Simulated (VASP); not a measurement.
# Ti in VASP: notebook, part 3 of 3

VASP 6.6.1.

## (5) Electric field gradients, PBE (equal xy, yz and zx shear strains of -2 %)

File INCAR:

```
SYSTEM = Ti
  PREC = Accurate
  ENCUT = 520
  EDIFF = 1E-8
  ISMEAR = -1
  SIGMA = 0.05
  LREAL = .False.
  LASPH = .True.
  NELM = 60
  ALGO = Normal
  ISIF = 2
  LWAVE = .False.
  LCHARG = .False.
  GGA = PE
  LEFG = .True.
  NBANDS = 12
```

File KPOINTS:

```
Automatic mesh
0
Gamma
  15 15 15
  0 0 0
```

File POSCAR:

```
Ti
1.0
   -0.0406000000      2.0097000000      2.0097000000
    2.0097000000     -0.0406000000      2.0097000000
    2.0097000000      2.0097000000     -0.0406000000
Ti
1
Direct
    0.0000000000      0.0000000000      0.0000000000
```

Potentials or basis: VASP PAW PBE potentials, release 64 (Ti_sv).

Launch:

```sh
$ cat potpaw_PBE.64/Ti_sv/POTCAR > POTCAR
$ mpirun -np 1 vasp_std > vasp.out
```

OUTCAR:

```text
SYSTEM = Ti
   PREC = Accurate
   ENCUT = 520
   EDIFF = 1E-8
   ISMEAR = -1
   LREAL = .False.
   LASPH = .True.
   NELM = 60
   ISIF = 2
   GGA = PE

 ion  position               nearest neighbor table
   1  0.000  0.000  0.000-

  LATTYP: Found a trigonal (rhomboedric) cell.
 ALAT       =     2.8424349667
 COS(alpha) =     0.4797000918

  Lattice vectors:

 A1 = (  -0.0406000000,   2.0097000000,   2.0097000000)
 A2 = (   2.0097000000,  -0.0406000000,   2.0097000000)
 A3 = (   2.0097000000,   2.0097000000,  -0.0406000000)

Analysis of symmetry for initial positions (statically):
=====================================================================
 Subroutine PRICEL returns:
 Original cell was already a primitive cell.

 Routine SETGRP: Setting up the symmetry group for a
 trigonal (rhombohedral) supercell.

 Subroutine GETGRP returns: Found 12 space group operations
 (whereof 12 operations were pure point group operations)
 out of a pool of 12 trial point group operations.

The static configuration has the point symmetry D_3d.

Analysis of symmetry for dynamics (positions and initial velocities):
=====================================================================
 Subroutine PRICEL returns:
 Original cell was already a primitive cell.

 Routine SETGRP: Setting up the symmetry group for a
 trigonal (rhombohedral) supercell.

 Subroutine GETGRP returns: Found 12 space group operations
 (whereof 12 operations were pure point group operations)
 out of a pool of 12 trial point group operations.

The dynamic configuration has the point symmetry D_3d.

 Subroutine INISYM returns: Found 12 space group operations
 (whereof 12 operations are pure point group operations),
 and found     1 'primitive' translations

----------------------------------------------------------------------------------------

                                     Primitive cell

  volume of cell :      16.7258

  direct lattice vectors                    reciprocal lattice vectors
    -0.040600000  2.009700000  2.009700000    -0.241378315  0.246355187  0.246355187
     2.009700000 -0.040600000  2.009700000     0.246355187 -0.241378315  0.246355187
     2.009700000  2.009700000 -0.040600000     0.246355187  0.246355187 -0.241378315

  length of vectors
     2.842434967  2.842434967  2.842434967     0.423845783  0.423845783  0.423845783

  position of ions in fractional coordinates (direct lattice)
     0.000000000  0.000000000  0.000000000

  ion indices of the primitive-cell ions
   primitive index   ion index
                 1           1

----------------------------------------------------------------------------------------

 KPOINTS: Automatic mesh

Automatic generation of k-mesh.
 Grid dimensions read from file:
 generate k-points for:   15   15   15

 Generating k-lattice:

[... 72 lines left out ...]
   NELECT =      12.0000    total number of electrons
   NUPDOWN=      -1.0000    fix difference up-down
   EMIN   =  10.00;   EMAX   =-10.00  energy-range for DOS
   EFERMI =   0.00;   METHOD = LEGACY
   ISMEAR =    -1;   SIGMA  =   0.05  broadening in eV -4-tet -1-fermi 0-gaus
   EFERMI_NEDOS =   21; number of points for ismear=-14 and -15
   IALGO  =     38    algorithm
   IMIX   =      4    mixing-type and parameters
     AMIX     =   0.40;   BMIX     =  1.00
     AMIX_MAG =   1.60;   BMIX_MAG =  1.00
  volume/ion in A,a.u.               =      16.73       112.87
  Fermi-wavevector in a.u.,A,eV,Ry     =   1.465569  2.769524 29.223851  2.147892
  Thomas-Fermi vector in A             =   2.581410
   LORBIT       =      0    0 simple, 1 ext, 2 COOP (PROOUT), +10 PAW based schemes
   GGA     = PE    functional components
   LHFCALC =     F    Hartree Fock is set to
   AEXX    =    0.0000 exact exchange contribution
   IVDW    =     0    specifies the selected vdW correction
   LEPSILON=     F    determine dielectric tensor
   LRPA    =     F    only Hartree local field effects (RPA)
 non-spin polarized calculation
  energy-cutoff  :      520.00
  volume of cell :       16.73
 maximum number of plane-waves:       468
 NGX is ok and might be reduce to    24
   NGX = 11   NGY = 11   NGZ = 11

 number of electron      12.0000001 magnetization

 Free energy of the ion-electron system (eV)
  ---------------------------------------------------
  ext. energy  EPLUGINS =         0.00000000
  ---------------------------------------------------
  free energy    TOTEN  =        -7.77333972 eV

  energy without entropy =       -7.76012336  energy(sigma->0) =       -7.76673154

 E-fermi :   8.6316     XC(G=0): -11.6769

 val. band max:        8.6257475198   @ k =   0.3333   0.3333   0.2667
 cond. band min:       8.6421846734   @ k =  -0.2000  -0.4667   0.1333
 fundamental gap:      0.0164371537
 Fermi energy:         8.6315563582

 k-point     1 :       0.0000    0.0000    0.0000
  band No.  band energies     occupation
      1     -48.0225      2.00000
      2     -23.8467      2.00000
      3     -23.8467      2.00000
      4     -23.8103      2.00000
      5       2.4429      2.00000
      6       9.4077      0.00000
      7       9.4077      0.00000
      8       9.7382      0.00000
      9      11.2495      0.00000
     10      11.2495      0.00000
     11      24.0646      0.00000
     12      28.4601      0.00000
[... 331 lines left out ...]
 k-point    24 :       0.2000    0.1333    0.0000
  band No.  band energies     occupation
      1     -47.9726      2.00000
      2     -24.0537      2.00000
      3     -23.9068      2.00000
      4     -23.8855      2.00000
      5       3.6989      2.00000
      6       8.6838      0.52006
      7       9.8749      0.00000
      8      10.1677      0.00000
      9      10.5582      0.00000
     10      11.5104      0.00000
     11      24.5013      0.00000
     12      25.4525      0.00000

 [... further k-points ...]

------------------------ aborting loop because EDIFF is reached ----------------------------------------

  FORCE on cell =-STRESS in cart. coord.  units (eV):
  Direction    XX          YY          ZZ          XY          YZ          ZX
  --------------------------------------------------------------------------------------
  -------------------------------------------------------------------------------------
  Total        0.4360111      0.4360111      0.4360111      0.1275657      0.1275657      0.1275657
  in kB       41.7658357     41.7658357     41.7658357     12.2196208     12.2196208     12.2196208
  external PRESSURE =      41.7658357 kB  Pullay stress =       0.0000000 kB

 VOLUME and BASIS-vectors are now :
 -----------------------------------------------------------------------------
  energy-cutoff  :      520.00
  volume of cell :       16.73
      direct lattice vectors                 reciprocal lattice vectors
    -0.040600000  2.009700000  2.009700000    -0.241378315  0.246355187  0.246355187
     2.009700000 -0.040600000  2.009700000     0.246355187 -0.241378315  0.246355187
     2.009700000  2.009700000 -0.040600000     0.246355187  0.246355187 -0.241378315

 POSITION                                       TOTAL-FORCE (eV/Angst)
 -----------------------------------------------------------------------------------
      0.00000      0.00000      0.00000         0.000000      0.000000      0.000000
 -----------------------------------------------------------------------------------
    total drift:                                0.000000      0.000000      0.000000

  FREE ENERGIE OF THE ION-ELECTRON SYSTEM (eV)
  ---------------------------------------------------
  free  energy   TOTEN  =        -7.7733397194 eV

  energy  without entropy=       -7.7601233636  energy(sigma->0) =       -7.76673154

 Electric field gradients (V/A^2)
---------------------------------------------------------------------
 ion       V_xx      V_yy      V_zz      V_xy      V_xz      V_yz
---------------------------------------------------------------------
   1      -0.000    -0.000     0.000     4.639     4.639     4.639
---------------------------------------------------------------------

 Electric field gradients after diagonalization (V/A^2)
 (convention: |V_zz| > |V_xx| > |V_yy|)
----------------------------------------------------------------------
 ion       V_xx      V_yy      V_zz     asymmetry (V_yy - V_xx)/ V_zz
----------------------------------------------------------------------
   1      -4.639    -4.639     9.279       0.000
----------------------------------------------------------------------

           NMR quadrupolar parameters

 Cq : quadrupolar parameter    Cq=e*Q*V_zz/h
 eta: asymmetry parameters     (V_yy - V_xx)/ V_zz
 Q  : nuclear electric quadrupole moment in mb (millibarn)
----------------------------------------------------------------------
 ion       Cq(MHz)       eta       Q (mb)
----------------------------------------------------------------------
   1       0.022       0.000       1.000
----------------------------------------------------------------------
```

OSZICAR:

```text
N       E                     dE             d eps       ncg     rms          rms(c)
DAV:   1     0.872176656153E+02    0.87218E+02   -0.65514E+03  8264   0.120E+03
DAV:   2    -0.439945143264E+01   -0.91617E+02   -0.89197E+02  8424   0.298E+02
DAV:   3    -0.862798385372E+01   -0.42285E+01   -0.41838E+01 11588   0.651E+01
DAV:   4    -0.872259959932E+01   -0.94616E-01   -0.94521E-01  9160   0.851E+00
DAV:   5    -0.872509318354E+01   -0.24936E-02   -0.24935E-02  9976   0.117E+00    0.862E+00
DAV:   6    -0.777429931032E+01    0.95079E+00   -0.19413E+00  9052   0.210E+01    0.232E+00
DAV:   7    -0.776211769050E+01    0.12182E-01   -0.10916E-01  9976   0.389E+00    0.132E+00
DAV:   8    -0.777305314174E+01   -0.10935E-01   -0.40164E-02  8572   0.249E+00    0.159E-01
DAV:   9    -0.777329845708E+01   -0.24532E-03   -0.42365E-03 10308   0.732E-01    0.914E-02
DAV:  10    -0.777336370184E+01   -0.65245E-04   -0.25419E-04  8688   0.184E-01    0.241E-02
DAV:  11    -0.777333988269E+01    0.23819E-04   -0.24442E-05  9884   0.603E-02    0.972E-03
DAV:  12    -0.777333944321E+01    0.43947E-06   -0.13389E-06  9032   0.152E-02    0.246E-03
DAV:  13    -0.777333977077E+01   -0.32755E-06   -0.40749E-07  9876   0.578E-03    0.124E-03
DAV:  14    -0.777333975883E+01    0.11937E-07   -0.21040E-08  8056   0.155E-03    0.873E-04
DAV:  15    -0.777333972389E+01    0.34938E-07   -0.12952E-08  7392   0.149E-03    0.131E-04
DAV:  16    -0.777333971936E+01    0.45316E-08   -0.55868E-10  4316   0.235E-04
   1 F= -.77733397E+01 E0= -.77667315E+01  d E =-.132164E-01
```

Run time: 81 s. Hardware: 1 thread of Intel Xeon 8259CL, shared host; peak memory 0.19 GiB.

Results:

```yaml
Free_energy: -7.7733 eV
Pressure: 4.2 GPa
Band_gap_on_the_k_mesh: zero (bands 6 and 7 overlap by 1.18 eV)
Largest_electric_field_gradient_by_atom: Ti +9.3 V/Å²
```

Electric field gradients, principal values (V/Å²):
| atom | least | middle | greatest (by size) |
| --- | --- | --- | --- |
| 1 Ti | -4.639 | -4.639 | 9.279 |

Caveat: the cell differs from its parent crystal (equal xy, yz and zx shear strains of -2 %); the cell stands under pressure; without QUAD_EFG the Cq values of the log hold for a quadrupole moment of 1 mb, not for the nuclei.

## (6) Electric field gradients, PBE, non-collinear spin, zero start, spin-orbit coupling

File INCAR:

```
SYSTEM = Ti
PREC = Accurate
ENCUT = 520
EDIFF = 1E-8
ISMEAR = -1
SIGMA = 0.05
LREAL = .False.
LASPH = .True.
NELM = 150
ALGO = Normal
ISIF = 2
LWAVE = .False.
LCHARG = .False.
MAGMOM = 0 0 0
LORBIT = 11
LSORBIT = .True.
GGA_COMPAT = .False.
LORBMOM = .True.
LMAXMIX = 4
GGA = PE
LEFG = .True.
NBANDS = 23
```

File KPOINTS:

```
regular mesh
0
Gamma
  15 15 15
  0 0 0
```

File POSCAR:

```
Ti
1.0
    0.0000000000      2.0300000000      2.0300000000
    2.0300000000      0.0000000000      2.0300000000
    2.0300000000      2.0300000000      0.0000000000
Ti
1
Direct
    0.0000000000      0.0000000000      0.0000000000
```

Potentials or basis: VASP PAW PBE potentials, release 64 (Ti_sv).

Launch:

```sh
$ cat potpaw_PBE.64/Ti_sv/POTCAR > POTCAR
$ mpirun -np 1 vasp_ncl > vasp.out
```

OUTCAR:

```text
SYSTEM = Ti
   PREC = Accurate
   ENCUT = 520
   EDIFF = 1E-8
   ISMEAR = -1
   LREAL = .False.
   LASPH = .True.
   NELM = 150
   ISIF = 2
   LORBIT = 11
   LSORBIT = .True.
   GGA = PE

 ion  position               nearest neighbor table
   1  0.000  0.000  0.000-

  LATTYP: Found a face centered cubic cell.
 ALAT       =     4.0600000000

  Lattice vectors:

 A1 = (   0.0000000000,   2.0300000000,   2.0300000000)
 A2 = (   2.0300000000,   0.0000000000,   2.0300000000)
 A3 = (   2.0300000000,   2.0300000000,   0.0000000000)

Analysis of symmetry for initial positions (statically):
=====================================================================
 Subroutine PRICEL returns:
 Original cell was already a primitive cell.

 Routine SETGRP: Setting up the symmetry group for a
 face centered cubic supercell.

 Subroutine GETGRP returns: Found 48 space group operations
 (whereof 48 operations were pure point group operations)
 out of a pool of 48 trial point group operations.

The static configuration has the point symmetry O_h .

Analysis of symmetry for dynamics (positions and initial velocities):
=====================================================================
 Subroutine PRICEL returns:
 Original cell was already a primitive cell.

[... 857 lines left out ...]
   1      -0.000       0.000       1.000
----------------------------------------------------------------------

 orbital moment (x)

 # of ion     p       d       tot
 ----------------------------------------
  1         0.000   0.000   0.000
 ----------------------------------------
            0.000   0.000   0.000

 orbital moment (y)

 # of ion     p       d       tot
 ----------------------------------------
  1        -0.000   0.000   0.000
 ----------------------------------------
           -0.000   0.000   0.000

 orbital moment (z)

 # of ion     p       d       tot
 ----------------------------------------
  1         0.000   0.000   0.000
 ----------------------------------------
            0.000   0.000   0.000

 Spin-Orbit-Coupling matrix elements

 Ion:    1  E_soc:     -0.0110819
 l=   1
     0.0000000    -0.0017557    -0.0017557
    -0.0017557     0.0000000    -0.0017557
    -0.0017557    -0.0017557     0.0000000
 l=   2
     0.0000000    -0.0000201     0.0000000    -0.0000201    -0.0000712
    -0.0000201     0.0000000    -0.0000534    -0.0000201    -0.0000178
     0.0000000    -0.0000534     0.0000000    -0.0000534     0.0000000
    -0.0000201    -0.0000201    -0.0000534     0.0000000    -0.0000178
    -0.0000712    -0.0000178     0.0000000    -0.0000178     0.0000000
 l=   3
     0.0000000     0.0000000     0.0000000     0.0000000     0.0000000     0.0000000     0.0000000
     0.0000000     0.0000000     0.0000000     0.0000000     0.0000000     0.0000000     0.0000000
     0.0000000     0.0000000     0.0000000     0.0000000     0.0000000     0.0000000     0.0000000
     0.0000000     0.0000000     0.0000000     0.0000000     0.0000000     0.0000000     0.0000000
     0.0000000     0.0000000     0.0000000     0.0000000     0.0000000     0.0000000     0.0000000
     0.0000000     0.0000000     0.0000000     0.0000000     0.0000000     0.0000000     0.0000000
     0.0000000     0.0000000     0.0000000     0.0000000     0.0000000     0.0000000     0.0000000

 total charge

# of ion       s       p       d       tot
------------------------------------------
    1        2.254   6.126   1.919  10.300

 magnetization (x)

# of ion       s       p       d       tot
------------------------------------------
    1        0.000  -0.000   0.000   0.000

 magnetization (y)

# of ion       s       p       d       tot
------------------------------------------
    1       -0.000  -0.000   0.000   0.000

 magnetization (z)

# of ion       s       p       d       tot
------------------------------------------
    1        0.000  -0.000  -0.000   0.000
```

OSZICAR:

```text
N       E                     dE             d eps       ncg     rms          rms(c)
DAV:   1     0.132431335881E+03    0.13243E+03   -0.59861E+03  5536   0.128E+03
DAV:   2     0.366916976531E+01   -0.12876E+03   -0.12489E+03  5766   0.383E+02
DAV:   3    -0.836988540273E+01   -0.12039E+02   -0.11863E+02  9933   0.102E+02
DAV:   4    -0.873082160648E+01   -0.36094E+00   -0.35984E+00  6501   0.164E+01
DAV:   5    -0.873982110449E+01   -0.89995E-02   -0.89990E-02  7063   0.217E+00    0.863E+00
DAV:   6    -0.777955692458E+01    0.96026E+00   -0.20432E+00  6195   0.220E+01    0.219E+00
DAV:   7    -0.777133769960E+01    0.82192E-02   -0.20570E-01  8438   0.461E+00    0.143E+00
DAV:   8    -0.778539261166E+01   -0.14055E-01   -0.75179E-02  5835   0.388E+00    0.471E-01
DAV:   9    -0.778264402483E+01    0.27486E-02   -0.11754E-02  7197   0.158E+00    0.844E-02
DAV:  10    -0.778275775277E+01   -0.11373E-03   -0.35242E-04  6690   0.182E-01    0.515E-02
DAV:  11    -0.778280347588E+01   -0.45723E-04   -0.15431E-04  7440   0.101E-01    0.762E-03
DAV:  12    -0.778280495993E+01   -0.14840E-05   -0.13497E-05  6605   0.315E-02    0.970E-03
DAV:  13    -0.778280508723E+01   -0.12729E-06   -0.43071E-06  7441   0.254E-02    0.458E-03
DAV:  14    -0.778280443496E+01    0.65227E-06   -0.23013E-07  6748   0.805E-03    0.329E-03
DAV:  15    -0.778280436623E+01    0.68727E-07   -0.38813E-08  6843   0.224E-03    0.206E-03
DAV:  16    -0.778280431082E+01    0.55414E-07   -0.54546E-08  6522   0.294E-03    0.306E-04
DAV:  17    -0.778280430015E+01    0.10664E-07   -0.32840E-09  4541   0.620E-04    0.212E-05
DAV:  18    -0.778280429661E+01    0.35386E-08   -0.67058E-10  3271   0.303E-04
   1 F= -.77828043E+01 E0= -.77759838E+01  d E =-.136409E-01  mag=    -0.0000    -0.0000     0.0000
```

stdout:

```text
POSCAR found type information on POSCAR Ti
 POSCAR found :  1 types and       1 ions
 scaLAPACK will be used
 LDA part: xc-table for (Slater+PW92), standard interpolation
 POSCAR, INCAR and KPOINTS ok, starting setup
 FFT: planning ... GRIDC
 FFT: planning ... GRID_SOFT
 FFT: planning ... GRID
 WAVECAR not read
 entering main loop
ion   1
```

Wall time 3.6 min (1 thread of Intel Xeon 8259CL, shared host); peak memory 0.24 GiB.

Results:

```yaml
Free_energy: -7.7828 eV
Pressure: 4.1 GPa
Net_moment: 0.00 μB per cell
Largest_electric_field_gradient_by_atom: zero within the noise of the run
Valence_electrons_inside_the_program's_atomic_spheres: Ti 10.30
```

Moments on the atoms (μB; x, y, z):
```
Ti  0.00 0.00 0.00
```

Caveat: the cell stands under pressure.

## (7) The runs side by side

| spin | cell | gap on the mesh (eV) | pressure (GPa) |
| --- | --- | --- | --- |
| off | a = 2.857 Å, angles 60.7°, 1 atom | none | 4.2 |
| off | a = 2.900 Å, angles 58.7°, 1 atom | none | 4.2 |
| off | a = 2.842 Å, angles 61.3°, 1 atom | none | 4.2 |
| non-collinear, zero start, SOC | a = 2.871 Å, angles 60.0°, 1 atom | - | 4.1 |

Alike in all rows: task electric field gradients; level PBE; potentials or basis VASP PAW PBE potentials, release 64 (Ti_sv); k mesh 15 × 15 × 15; cutoff (eV) 520; smearing fermi-dirac 0.05 eV.

Caveats: the cell stands under pressure.

Absolute energies hang on the potentials; compare differences alone.
